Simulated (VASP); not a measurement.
LiCl, 2 atoms in the cell. The structure is cubic, space group F-43m (No. 216). Conventional cell: a = 5.466 Å, b = 5.466 Å, c = 5.466 Å, α = 90.00°, β = 90.00°, γ = 90.00°. Within 3.1 Å of Li (site symmetry -43m) lie 4 Cl at 2.37 Å. Cl (site symmetry -43m) has 4 Li at 2.37 Å within 3.1 Å. 

```yaml
Program: VASP 6.6.1
Task: single point
Functional: r2SCAN
Potentials_or_basis: VASP PAW PBE potentials, release 64 (Li_sv, Cl)
Cutoff: 520 eV
k_mesh: 6 × 6 × 6
Occupations: gaussian, width 0.01 eV
Spin: no spin polarisation
Dipole_correction: no
Further_INCAR_settings: ALGO = Normal; EDIFF = 1e-07; NBANDS = 12
```

Potentials or basis: VASP PAW PBE potentials, release 64 (Li_sv, Cl).

The run is started by

```console
$ cat potpaw_PBE.64/Li_sv/POTCAR potpaw_PBE.64/Cl/POTCAR > POTCAR
$ cp INCAR.step1 INCAR
$ mpirun -np 1 vasp_std > vasp.out
$ cp INCAR.step2 INCAR
$ mpirun -np 1 vasp_std > vasp.out
```

Hardware: 1 thread of Intel(R) Xeon(R) Platinum 8259CL CPU @ 2.50GHz (Skylake/Cascade Lake), on a shared host.

How long does it take, and how much memory?

It took 50 s on 1 thread of Intel(R) Xeon(R) Platinum 8259CL CPU @ 2.50GHz (Skylake/Cascade Lake), with other jobs on the host, peak memory 0.16 GiB. Counts: k points 16.
